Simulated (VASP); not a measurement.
Runs of VASP 6.6.1 on Rb. The structure is that of space group Fm-3m (No. 225), or close to it. The cells are those of the table. This isn't the form of Rb at room conditions, which is bcc.

```csv
task,cell,k mesh,gap on the mesh (eV),pressure (GPa)
single point,"a = 5.063 Å, angles 60.0°, 1 atom",9 × 9 × 9,none,(a)
relaxation of cell and atoms,"relaxed from a = 4.976 Å, angles 60.0°, 1 atom",8 × 8 × 8,none,0.0
single point,"a = 5.200 Å, angles 60.0°, 1 atom",9 × 9 × 9,none,-0.1
single point,"a = 5.330 Å, angles 60.0°, 1 atom",9 × 9 × 9,none,-0.2
single point,"a = 4.992 Å, angles 60.0°, 1 atom",9 × 9 × 9,none,0.3
```

Alike in all rows: level r2SCAN; potentials or basis VASP PAW PBE potentials, release 64 (Rb_sv); no spin polarisation; cutoff (eV) 550; smearing fermi-dirac 0.1 eV.

Problem. Estimate the missing entries.

Solution. (a) 0.1.

Caveats: the PAW data sets were made with another functional, which shifts forces and pressure a little.

A k mesh can miss the band edges, and the runs leave out spin-orbit coupling on Rb.

A gap of «none» marks levels without a gap at the run's occupations.
